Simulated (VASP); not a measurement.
## LuGaP2: single point with PBE

LuGaP2:

```
Ga P Lu
1.0
     3.76973    0.00000    0.00000
     0.00000    3.76973    0.00000
     0.00000    0.00000    5.53873
Ga P Lu
1 2 1
Direct
  0.00000 0.00000 0.00000
  0.00000 0.00000 0.50000
  0.50000 0.50000 0.00000
  0.50000 0.50000 0.50000
```

```
Program             : VASP 6.6.1
Task                : single point
Functional          : PBE
Potentials or basis : VASP PAW PBE potentials, release 64 (Ga_d, P, Lu)
Cutoff              : 520 eV
k mesh              : 6 × 6 × 4
Occupations         : fermi-dirac, width 0.02 eV
Spin                : no spin polarisation
```

| Item | Value |
| --- | --- |
| Pressure | 1.4 GPa |
| Band gap on the k mesh | zero (bands 24 and 25 overlap by 1.54 eV) |

Stress tensor (GPa, compression positive):
```
1.43 0.00 0.00
0.00 1.43 0.00
0.00 0.00 1.35
```

Levels at points of the mesh, in eV from the Fermi level:
```tsv
k point	band 21	band 22	band 23	band 24	band 25	band 26	band 27	band 28
(0.00, 0.00, 0.00)	-1.49	-1.49	0.22	0.71	0.74	0.74	3.24	3.24
(0.50, 0.00, 0.00)	-3.38	-1.98	-1.31	0.29	3.00	3.19	3.76	4.01
(0.50, 0.50, 0.00)	-3.55	-2.02	-1.10	-1.10	-0.51	0.89	0.89	4.00
(0.00, 0.00, 0.50)	-1.50	-1.50	0.23	0.23	0.33	1.40	3.31	3.69
(0.50, 0.00, 0.50)	-1.95	-1.88	-0.20	-0.03	2.50	2.90	2.95	3.14
(0.50, 0.50, 0.50)	-4.07	-2.35	-1.99	-1.99	1.83	3.15	3.15	3.56
```

It took 34 s on 1 thread of Intel(R) Xeon(R) 6975P-C (Granite Rapids), on a shared host, peak memory 0.23 GiB.

Caveat: spin-orbit coupling is left out, which moves the levels of the heavy elements.
